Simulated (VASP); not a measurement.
## Cd: relaxation of cell and atoms with PBE

Cd:

```
CELL_PARAMETERS angstrom
0.00000 2.26064 2.26064
2.26064 0.00000 2.26064
2.26064 2.26064 0.00000
ATOMIC_POSITIONS crystal
Cd 0.00000 0.00000 0.00000
```

* Program: VASP 6.6.1
* Task: relaxation of cell and atoms
* Functional: PBE
* Potentials or basis: VASP PAW PBE potentials, release 64 (Cd)
* Cutoff: 600 eV
* k mesh: 14 × 14 × 14
* Occupations: fermi-dirac, width 0.08 eV
* Spin: no spin polarisation
* Dipole correction: no
* Further INCAR settings: ALGO = Normal; EDIFF = 1e-07; IBRION = 2; EDIFFG = -0.005; NSW = 60; ISIF = 3

```
Relaxed volume                         : 22.85 Å³/atom
Relaxed cell                           : a = 3.185 Å, b = 3.185 Å, c = 3.185 Å, α = 60.00°, β = 60.00°, γ = 60.00°
Space group after relaxing (to 0.05 Å) : Fm-3m (No. 225)
Energy gained by relaxing              : 0.4 meV/atom
Ionic steps                            : 3
Pressure after relaxing                : 0.0 GPa
Band gap on the k mesh                 : zero (band 6 reaches 3.91 eV, above the bottom of band 7 at 1.12 eV)
```

Step by step:
| step | energy change (eV) | largest force (eV/Å) | pressure (GPa) | volume (Å³) |
| --- | --- | --- | --- | --- |
| 1 | 0.0000 | 0.0000 | -0.46 | 23.11 |
| 2 | -0.0004 | 0.0000 | -0.06 | 22.88 |
| 3 | -0.0004 | 0.0000 | 0.00 | 22.85 |

Final structure:
```
Cd
1.0
     0.00000    2.25240    2.25240
     2.25240    0.00000    2.25240
     2.25240    2.25240    0.00000
Cd
1
Direct
  0.00000 0.00000 0.00000
```

Levels at points of the mesh, in eV from the Fermi level:
```
           k point  band 2  band 3  band 4  band 5  band 6  band 7  band 8  band 9  band 10
(0.00, 0.00, 0.00)   -8.98   -8.98   -8.57   -8.57   -8.42   13.77   14.53   14.53    14.53
(0.50, 0.00, 0.00)   -8.98   -8.98   -8.24   -8.24   -2.10   -1.35   12.17   12.17    12.89
(0.50, 0.50, 0.00)   -9.48   -8.26   -8.15   -8.15   -0.65    1.25    6.67    6.67    10.76
```

It took 110 s on 1 thread of AMD EPYC 7R13, on a shared host, peak memory 0.15 GiB.
